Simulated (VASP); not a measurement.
# ScCu in VASP: notebook

ScCu is run at these levels: LDA; tasks: electric field gradients, single point.

All numbers are computed with VASP 6.6.1; they aren't measurements. Logs are shortened: lines on timing, memory, paths and dates and some standing lists are left out, and cuts for length are marked.

## 1. The cell of the first run

It takes space group R-3m (No. 166, trigonal). The conventional cell has a = 4.559 Å, b = 4.559 Å, c = 5.752 Å, α = 90.00°, β = 90.00°, γ = 120.00°. Within 3.7 Å of Sc (site symmetry -3m) lie 8 Cu at 2.80 to 2.88 Å and 6 Sc at 3.26 Å. Cu (site symmetry -3m) has 8 Sc at 2.80 to 2.88 Å and 6 Cu at 3.26 Å within 3.7 Å.

## 2. Electric field gradients, LDA (equal xy, yz and zx shear strains of +2 %)

INCAR reads:

```
SYSTEM = ScCu
  PREC = Accurate
  ENCUT = 520
  EDIFF = 1E-8
  ISMEAR = -1
  SIGMA = 0.05
  LREAL = .False.
  LASPH = .True.
  NELM = 60
  ALGO = Normal
  ISIF = 2
  LWAVE = .False.
  LCHARG = .False.
  GGA = CA
  LEFG = .True.
  NBANDS = 18
```

KPOINTS reads:

```
regular mesh
0
Gamma
  11 11 11
  0 0 0
```

POSCAR reads:

```
ScCu
1.0
    3.2560000000      0.0325600000      0.0325600000
    0.0325600000      3.2560000000      0.0325600000
    0.0325600000      0.0325600000      3.2560000000
Sc Cu
1 1
Direct
    0.5000000000      0.5000000000      0.5000000000
    0.0000000000      0.0000000000      0.0000000000
```

Potentials or basis: VASP PAW LDA potentials, release 64 (Sc_sv, Cu).

The run is started by

```sh
$ cat potpaw_LDA.64/Sc_sv/POTCAR potpaw_LDA.64/Cu/POTCAR > POTCAR
$ mpirun -np 1 vasp_std > vasp.out
```

OUTCAR:

```text
SYSTEM = ScCu
   PREC = Accurate
   ENCUT = 520
   EDIFF = 1E-8
   ISMEAR = -1
   LREAL = .False.
   LASPH = .True.
   NELM = 60
   ISIF = 2
   GGA = CA

 ion  position               nearest neighbor table
   1  0.500  0.500  0.500-   2 2.80   2 2.80   2 2.80   2 2.80   2 2.80   2 2.80   2 2.88   2 2.88

   2  0.000  0.000  0.000-   1 2.80   1 2.80   1 2.80   1 2.80   1 2.80   1 2.80   1 2.88   1 2.88

  LATTYP: Found a trigonal (rhomboedric) cell.
 ALAT       =     3.2563255837
 COS(alpha) =     0.0200959808

  Lattice vectors:

 A1 = (   3.2560000000,   0.0325600000,   0.0325600000)
 A2 = (   0.0325600000,   3.2560000000,   0.0325600000)
 A3 = (   0.0325600000,   0.0325600000,   3.2560000000)

Analysis of symmetry for initial positions (statically):
=====================================================================
 Subroutine PRICEL returns:
 Original cell was already a primitive cell.

 Routine SETGRP: Setting up the symmetry group for a
 trigonal (rhombohedral) supercell.

 Subroutine GETGRP returns: Found 12 space group operations
 (whereof 12 operations were pure point group operations)
 out of a pool of 12 trial point group operations.

The static configuration has the point symmetry D_3d.

Analysis of symmetry for dynamics (positions and initial velocities):
=====================================================================
 Subroutine PRICEL returns:
 Original cell was already a primitive cell.

 Routine SETGRP: Setting up the symmetry group for a
 trigonal (rhombohedral) supercell.

 Subroutine GETGRP returns: Found 12 space group operations
 (whereof 12 operations were pure point group operations)
 out of a pool of 12 trial point group operations.

The dynamic configuration has the point symmetry D_3d.

 Subroutine INISYM returns: Found 12 space group operations
 (whereof 12 operations are pure point group operations),
 and found     1 'primitive' translations

----------------------------------------------------------------------------------------

                                     Primitive cell

  volume of cell :      34.5083

  direct lattice vectors                    reciprocal lattice vectors
     3.256000000  0.032560000  0.032560000     0.307186136 -0.003041447 -0.003041447
     0.032560000  3.256000000  0.032560000    -0.003041447  0.307186136 -0.003041447
     0.032560000  0.032560000  3.256000000    -0.003041447 -0.003041447  0.307186136

  length of vectors
     3.256325584  3.256325584  3.256325584     0.307216248  0.307216248  0.307216248

  position of ions in fractional coordinates (direct lattice)
     0.500000000  0.500000000  0.500000000
     0.000000000  0.000000000  0.000000000

  ion indices of the primitive-cell ions
   primitive index   ion index
                 1           1
                 2           2

----------------------------------------------------------------------------------------

 KPOINTS: regular mesh

Automatic generation of k-mesh.
 Grid dimensions read from file:
 generate k-points for:   11   11   11

 Generating k-lattice:

  Cartesian coordinates                     Fractional coordinates (reciprocal lattice)
     0.027926012 -0.000276495 -0.000276495     0.090909091  0.000000000  0.000000000
    -0.000276495  0.027926012 -0.000276495     0.000000000  0.090909091  0.000000000
    -0.000276495 -0.000276495  0.027926012     0.000000000  0.000000000  0.090909091

  Length of vectors
     0.027928750  0.027928750  0.027928750

  Shift w.r.t. Gamma in fractional coordinates (k-lattice)
     0.000000000  0.000000000  0.000000000

 Subroutine IBZKPT returns following result:
 ===========================================

 Found    146 irreducible k-points:

 Following reciprocal coordinates:
            Coordinates               Weight
  0.000000  0.000000  0.000000      1.000000
  0.090909 -0.000000 -0.000000      6.000000
  0.181818 -0.000000 -0.000000      6.000000
  0.272727 -0.000000 -0.000000      6.000000
  0.363636 -0.000000 -0.000000      6.000000
  0.454545 -0.000000 -0.000000      6.000000
[... 16 lines left out ...]
 -0.272727  0.181818  0.000000     12.000000
 -0.181818  0.181818  0.000000      6.000000
 [... further k-points ...]
   k-points           NKPTS =    146   k-points in BZ     NKDIM =    146   number of bands    NBANDS=     18
   number of dos      NEDOS =    301   number of ions     NIONS =      2
   total plane-waves  NPLWV =  13824
   dimension x,y,z NGX =    24 NGY =   24 NGZ =   24
   dimension x,y,z NGXF=    48 NGYF=   48 NGZF=   48
   ions per type =               1   1
   NGX,Y,Z   is equivalent  to a cutoff of  12.25, 12.25, 12.25 a.u.
   NGXF,Y,Z  is equivalent  to a cutoff of  24.51, 24.51, 24.51 a.u.
 SYSTEM =  ScCu
   PREC   = accura    normal or accurate (medium, high low for compatibility)
   ISTART =      0    job   : 0-new  1-cont  2-samecut
   ICHARG =      2    charge: 1-file 2-atom 10-const
   ISPIN  =      1    spin polarized calculation?
   LNONCOLLINEAR =      F non collinear calculations
   LSORBIT =      F    spin-orbit coupling
   LASPH  =      T    aspherical Exc in radial PAW
   ENCUT  =  520.0 eV  38.22 Ry    6.18 a.u.   6.05  6.05  6.05*2*pi/ulx,y,z
   NELM   =     60;   NELMIN=  2; NELMDL= -5     # of ELM steps
   EDIFF  = 0.1E-07   stopping-criterion for ELM
   LREAL  =      F    real-space projection
   EDIFFG = 0.1E-06   stopping-criterion for IOM
   NSW    =      0    number of steps for IOM
   IBRION =     -1    ionic relax: 0-MD 1-quasi-New 2-CG
   NFREE  =      0    steps in history (QN), initial steepest desc. (CG)
   ISIF   =      2    stress and relaxation
   ISYM   =      2    0-nonsym 1-usesym 2-fastsym
   POTIM  = 0.5000    time-step for ionic-motion
   TEBEG  =    0.0;   TEEND  =   0.0 temperature during run
   PSTRESS=    0.0 pullay stress
   NELECT =      22.0000    total number of electrons
   NUPDOWN=      -1.0000    fix difference up-down
   EMIN   =  10.00;   EMAX   =-10.00  energy-range for DOS
   EFERMI =   0.00;   METHOD = LEGACY
   ISMEAR =    -1;   SIGMA  =   0.05  broadening in eV -4-tet -1-fermi 0-gaus
   EFERMI_NEDOS =   21; number of points for ismear=-14 and -15
   IALGO  =     38    algorithm
   IMIX   =      4    mixing-type and parameters
     AMIX     =   0.40;   BMIX     =  1.00
     AMIX_MAG =   1.60;   BMIX_MAG =  1.00
  volume/ion in A,a.u.               =      17.25       116.44
  Fermi-wavevector in a.u.,A,eV,Ry     =   1.408990  2.662604 27.010992  1.985252
  Thomas-Fermi vector in A             =   2.531091
   LORBIT       =      0    0 simple, 1 ext, 2 COOP (PROOUT), +10 PAW based schemes
   GGA     = CA    functional components
   LHFCALC =     F    Hartree Fock is set to
   AEXX    =    0.0000 exact exchange contribution
   IVDW    =     0    specifies the selected vdW correction
   LEPSILON=     F    determine dielectric tensor
   LRPA    =     F    only Hartree local field effects (RPA)
 non-spin polarized calculation
  energy-cutoff  :      520.00
  volume of cell :       34.51
 maximum number of plane-waves:       946
   NGX = 13   NGY = 13   NGZ = 13

 number of electron      21.9999980 magnetization

 Free energy of the ion-electron system (eV)
  ---------------------------------------------------
  ext. energy  EPLUGINS =         0.00000000
  ---------------------------------------------------
  free energy    TOTEN  =       -11.90126341 eV

  energy without entropy =      -11.88697656  energy(sigma->0) =      -11.89411999

 E-fermi :   5.2697     XC(G=0): -11.4308

 val. band max:        5.2501687816   @ k =   0.3636   0.3636   0.1818
 cond. band min:       5.2769591286   @ k =   0.2727   0.0909   0.0909
 fundamental gap:      0.0267903470
 Fermi energy:         5.2697326781

 k-point     1 :       0.0000    0.0000    0.0000
  band No.  band energies     occupation
      1     -43.8244      2.00000
      2     -22.6827      2.00000
      3     -22.6827      2.00000
      4     -22.6787      2.00000
      5      -1.7690      2.00000
      6       1.4057      2.00000
[... 10 lines left out ...]
     17      12.0424      0.00000
     18      12.0812      0.00000
[... 463 lines left out ...]
 k-point    24 :      -0.1818    0.1818    0.0000
  band No.  band energies     occupation
      1     -43.8111      2.00000
      2     -22.7499      2.00000
      3     -22.7418      2.00000
      4     -22.6697      2.00000
      5      -0.7237      2.00000
      6       1.6052      2.00000
[... 10 lines left out ...]
     17      11.5845      0.00000
     18      14.2035      0.00000

 [... further k-points ...]

------------------------ aborting loop because EDIFF is reached ----------------------------------------

  FORCE on cell =-STRESS in cart. coord.  units (eV):
  Direction    XX          YY          ZZ          XY          YZ          ZX
  --------------------------------------------------------------------------------------
  -------------------------------------------------------------------------------------
  Total       -1.5199491     -1.5199491     -1.5199491     -0.1649749     -0.1649749     -0.1649749
  in kB      -70.5693127    -70.5693127    -70.5693127     -7.6595749     -7.6595749     -7.6595749
  external PRESSURE =     -70.5693127 kB  Pullay stress =       0.0000000 kB

 VOLUME and BASIS-vectors are now :
 -----------------------------------------------------------------------------
  energy-cutoff  :      520.00
  volume of cell :       34.51
      direct lattice vectors                 reciprocal lattice vectors
     3.256000000  0.032560000  0.032560000     0.307186136 -0.003041447 -0.003041447
     0.032560000  3.256000000  0.032560000    -0.003041447  0.307186136 -0.003041447
     0.032560000  0.032560000  3.256000000    -0.003041447 -0.003041447  0.307186136

 POSITION                                       TOTAL-FORCE (eV/Angst)
 -----------------------------------------------------------------------------------
      1.66056      1.66056      1.66056        -0.000000     -0.000000     -0.000000
      0.00000      0.00000      0.00000         0.000000      0.000000      0.000000
 -----------------------------------------------------------------------------------
    total drift:                                0.000000      0.000000     -0.000000

  FREE ENERGIE OF THE ION-ELECTRON SYSTEM (eV)
  ---------------------------------------------------
  free  energy   TOTEN  =       -11.9012634141 eV

  energy  without entropy=      -11.8869765601  energy(sigma->0) =      -11.89411999

 Electric field gradients (V/A^2)
---------------------------------------------------------------------
 ion       V_xx      V_yy      V_zz      V_xy      V_xz      V_yz
---------------------------------------------------------------------
   1      -0.000     0.000    -0.000     0.455     0.455     0.455
   2      -0.000    -0.000     0.000    -2.848    -2.848    -2.848
---------------------------------------------------------------------

 Electric field gradients after diagonalization (V/A^2)
 (convention: |V_zz| > |V_xx| > |V_yy|)
----------------------------------------------------------------------
 ion       V_xx      V_yy      V_zz     asymmetry (V_yy - V_xx)/ V_zz
----------------------------------------------------------------------
   1      -0.455    -0.455     0.911       0.000
   2       2.848     2.848    -5.696       0.000
----------------------------------------------------------------------

           NMR quadrupolar parameters

 Cq : quadrupolar parameter    Cq=e*Q*V_zz/h
 eta: asymmetry parameters     (V_yy - V_xx)/ V_zz
 Q  : nuclear electric quadrupole moment in mb (millibarn)
----------------------------------------------------------------------
 ion       Cq(MHz)       eta       Q (mb)
----------------------------------------------------------------------
   1       0.002       0.000       1.000
   2      -0.014       0.000       1.000
----------------------------------------------------------------------
```

Run time: 59 s. Hardware: 1 thread of Intel Xeon Platinum 8259CL at 2.50GHz (Skylake/Cascade Lake), shared host; peak memory 0.2 GiB.

Results:

```yaml
Free_energy: -11.9013 eV
Pressure: -7.1 GPa
Band_gap_on_the_k_mesh: zero (bands 11 and 12 overlap by 1.85 eV)
Largest_electric_field_gradient_by_atom: Sc +0.9; Cu -5.7 V/Å²
```

Electric field gradients, principal values (V/Å²):
```csv
atom,least,middle,greatest (by size)
1 Sc,-0.455,-0.455,0.911
2 Cu,2.848,2.848,-5.696
```

Caveat: the cell differs from its parent crystal (equal xy, yz and zx shear strains of +2 %); the cell stands under tension; without QUAD_EFG the Cq values of the log hold for a quadrupole moment of 1 mb, not for the nuclei.

## 3. Electric field gradients, LDA (equal xy, yz and zx shear strains of +2 %)

INCAR reads:

```
ALGO = Normal ; EDIFF = 1E-8
ENCUT = 520 ; ISIF = 2
ISMEAR = -1 ; LASPH = True
LCHARG = False ; LEFG = True
LREAL = False ; LWAVE = False
NBANDS = 18 ; NELM = 80
PREC = Accurate ; SIGMA = 0.05
```

KPOINTS reads:

```
k-points
0
Gamma
  11 11 11
```

POSCAR is that of step 2.

Potentials or basis: VASP PAW LDA potentials, release 64 (Sc_sv, Cu).

The run is started by

```sh
$ cat potpaw_LDA.64/Sc_sv/POTCAR potpaw_LDA.64/Cu/POTCAR > POTCAR
$ mpirun -np 1 vasp_std > vasp.out
```

OUTCAR:

```text
EDIFF = 1E-8
   ENCUT = 520
   ISIF = 2
   ISMEAR = -1
   LASPH = True
   LREAL = False
   NELM = 80
   PREC = Accurate

 ion  position               nearest neighbor table
   1  0.500  0.500  0.500-   2 2.80   2 2.80   2 2.80   2 2.80   2 2.80   2 2.80   2 2.88   2 2.88

   2  0.000  0.000  0.000-   1 2.80   1 2.80   1 2.80   1 2.80   1 2.80   1 2.80   1 2.88   1 2.88

  LATTYP: Found a trigonal (rhomboedric) cell.
 ALAT       =     3.2563255837
 COS(alpha) =     0.0200959808

  Lattice vectors:

 A1 = (   3.2560000000,   0.0325600000,   0.0325600000)
 A2 = (   0.0325600000,   3.2560000000,   0.0325600000)
 A3 = (   0.0325600000,   0.0325600000,   3.2560000000)

Analysis of symmetry for initial positions (statically):
=====================================================================
 Subroutine PRICEL returns:
 Original cell was already a primitive cell.

 Routine SETGRP: Setting up the symmetry group for a
 trigonal (rhombohedral) supercell.

[... 692 lines left out ...]
      direct lattice vectors                 reciprocal lattice vectors
     3.256000000  0.032560000  0.032560000     0.307186136 -0.003041447 -0.003041447
     0.032560000  3.256000000  0.032560000    -0.003041447  0.307186136 -0.003041447
     0.032560000  0.032560000  3.256000000    -0.003041447 -0.003041447  0.307186136

 POSITION                                       TOTAL-FORCE (eV/Angst)
 -----------------------------------------------------------------------------------
      1.66056      1.66056      1.66056        -0.000000     -0.000000     -0.000000
      0.00000      0.00000      0.00000         0.000000      0.000000      0.000000
 -----------------------------------------------------------------------------------
    total drift:                                0.000000      0.000000     -0.000000

  FREE ENERGIE OF THE ION-ELECTRON SYSTEM (eV)
  ---------------------------------------------------
  free  energy   TOTEN  =       -11.9012634141 eV

  energy  without entropy=      -11.8869765601  energy(sigma->0) =      -11.89411999

 Electric field gradients (V/A^2)
---------------------------------------------------------------------
 ion       V_xx      V_yy      V_zz      V_xy      V_xz      V_yz
---------------------------------------------------------------------
   1      -0.000     0.000    -0.000     0.455     0.455     0.455
   2      -0.000    -0.000     0.000    -2.848    -2.848    -2.848
---------------------------------------------------------------------

 Electric field gradients after diagonalization (V/A^2)
 (convention: |V_zz| > |V_xx| > |V_yy|)
----------------------------------------------------------------------
 ion       V_xx      V_yy      V_zz     asymmetry (V_yy - V_xx)/ V_zz
----------------------------------------------------------------------
   1      -0.455    -0.455     0.911       0.000
   2       2.848     2.848    -5.696       0.000
----------------------------------------------------------------------

           NMR quadrupolar parameters

 Cq : quadrupolar parameter    Cq=e*Q*V_zz/h
 eta: asymmetry parameters     (V_yy - V_xx)/ V_zz
 Q  : nuclear electric quadrupole moment in mb (millibarn)
----------------------------------------------------------------------
 ion       Cq(MHz)       eta       Q (mb)
----------------------------------------------------------------------
   1       0.002       0.000       1.000
   2      -0.014       0.000       1.000
----------------------------------------------------------------------
```

stdout:

```text
POSCAR found type information on POSCAR ScCu
 POSCAR found :  2 types and       2 ions
 scaLAPACK will be used
 LDA part: xc-table for (Slater(with rela. corr.)+CA(PZ))
 , standard interpolation
 POSCAR, INCAR and KPOINTS ok, starting setup
 FFT: planning ... GRIDC
 FFT: planning ... GRID_SOFT
 FFT: planning ... GRID
 WAVECAR not read
 entering main loop
ion   1

ion   2
```

Wall time 59 s (1 thread of Intel Xeon Platinum 8259CL at 2.50GHz (Skylake/Cascade Lake), shared host); peak memory 0.2 GiB.

Results:

```yaml
Free_energy: -11.9013 eV
Pressure: -7.1 GPa
Band_gap_on_the_k_mesh: zero (bands 11 and 12 overlap by 1.85 eV)
Largest_electric_field_gradient_by_atom: Sc +0.9; Cu -5.7 V/Å²
```

Electric field gradients, principal values (V/Å²):
| atom | least | middle | greatest (by size) |
| --- | --- | --- | --- |
| 1 Sc | -0.455 | -0.455 | 0.911 |
| 2 Cu | 2.848 | 2.848 | -5.696 |

Caveat: the cell differs from its parent crystal (equal xy, yz and zx shear strains of +2 %); the cell stands under tension; without QUAD_EFG the Cq values of the log hold for a quadrupole moment of 1 mb, not for the nuclei.

(Part 1 of 2 ends here.)
